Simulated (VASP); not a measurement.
Ca3P2, 5 atoms in the cell. Symmetry: Pm-3m, No. 221, cubic system. The conventional cell has a = 5.380 Å, b = 5.380 Å, c = 5.380 Å, α = 90.00°, β = 90.00°, γ = 90.00°. Within 3.5 Å of Ca (site symmetry 4/mmm) lie 2 P at 2.69 Å. Within 5.0 Å of P (site symmetry m-3m) lie 12 Ca at 3.80 Å and 8 P at 4.66 Å. P (site symmetry m-3m) has 6 Ca at 2.69 Å within 3.5 Å. 

- Program: VASP 6.6.1
- Task: single point
- Functional: PBEsol
- Potentials or basis: VASP PAW PBE potentials, release 64 (Ca_sv, P)
- Cutoff: 500 eV
- k mesh: 3 × 3 × 3
- Occupations: gaussian, width 0.01 eV
- Spin: no spin polarisation
- Dipole correction: no
- Further INCAR settings: ALGO = Normal; EDIFF = 1e-06; NBANDS = 28

Potentials or basis: VASP PAW PBE potentials, release 64 (Ca_sv, P).

Launch:

```sh
$ cat potpaw_PBE.64/Ca_sv/POTCAR potpaw_PBE.64/P/POTCAR > POTCAR
$ mpirun -np 1 vasp_std > vasp.out
```

Hardware: 1 thread of Intel Xeon 8259CL (shared host).

Question: How long does it take, and how much memory?

Answer: Run time: 55 s on 1 thread of Intel Xeon 8259CL (shared host), peak memory 0.23 GiB. Counts: scf iterations 13, k points 4.
